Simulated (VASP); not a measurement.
Write the native input for VASP 6.6.1 that does the following.

* Task: single point
* Functional: r2SCAN
* Potentials or basis: VASP PAW PBE potentials, release 64 (Zn, S)
* Cutoff: 520 eV
* k mesh: 12 × 12 × 12
* Occupations: fermi-dirac, width 0.05 eV
* Spin: no spin polarisation
* Dipole correction: no
* Further INCAR settings: ALGO = Normal; EDIFF = 1e-07; NBANDS = 16

The system is ZnS (zincblende type).

```
Zn S
1.0
     0.00000    2.69445    2.69445
     2.69445    0.00000    2.69445
     2.69445    2.69445    0.00000
Zn S
1 1
Direct
  0.00000 0.00000 0.00000
  0.25000 0.25000 0.25000
```

One way to write it, as run:

POSCAR

```
ZnS
1.0
    0.0000000000      2.6944515985      2.6944515985
    2.6944515985      0.0000000000      2.6944515985
    2.6944515985      2.6944515985      0.0000000000
Zn S
1 1
Direct
    0.0000000000      0.0000000000      0.0000000000
    0.2500000000      0.2500000000      0.2500000000
```

INCAR.step1

```
SYSTEM = ZnS
PREC = Accurate
ENCUT = 520
ISMEAR = -1
SIGMA = 0.05
LREAL = .False.
LASPH = .True.
NELM = 60
NBANDS = 16
GGA = PE
ALGO = Normal
EDIFF = 1E-4
LWAVE = .True.
LCHARG = .False.
```

INCAR.step2

```
SYSTEM = ZnS
PREC = Accurate
ENCUT = 520
EDIFF = 1E-7
ISMEAR = -1
SIGMA = 0.05
LREAL = .False.
LASPH = .True.
NELM = 60
ALGO = Normal
ISIF = 2
LWAVE = .False.
LCHARG = .False.
METAGGA = R2SCAN
LMIXTAU = .True.
NBANDS = 16
ISTART = 1
```

KPOINTS

```
Automatic mesh
0
Gamma
  12 12 12
  0 0 0
```

Potentials or basis: VASP PAW PBE potentials, release 64 (Zn, S).

Run with:

```sh
$ cat potpaw_PBE.64/Zn/POTCAR potpaw_PBE.64/S/POTCAR > POTCAR
$ cp INCAR.step1 INCAR
$ mpirun -np 1 vasp_std > vasp.out
$ cp INCAR.step2 INCAR
$ mpirun -np 1 vasp_std > vasp.out
```

Results of the run:

The pressure is 0.0 GPa. The band gap on the k mesh is 2.71 eV.

Caveat: the PAW data sets were made with another functional, which shifts forces and pressure a little.

It took 2 min on 1 thread of Intel(R) Xeon(R) Platinum 8488C (Sapphire Rapids) (shared host), peak memory 0.18 GiB.
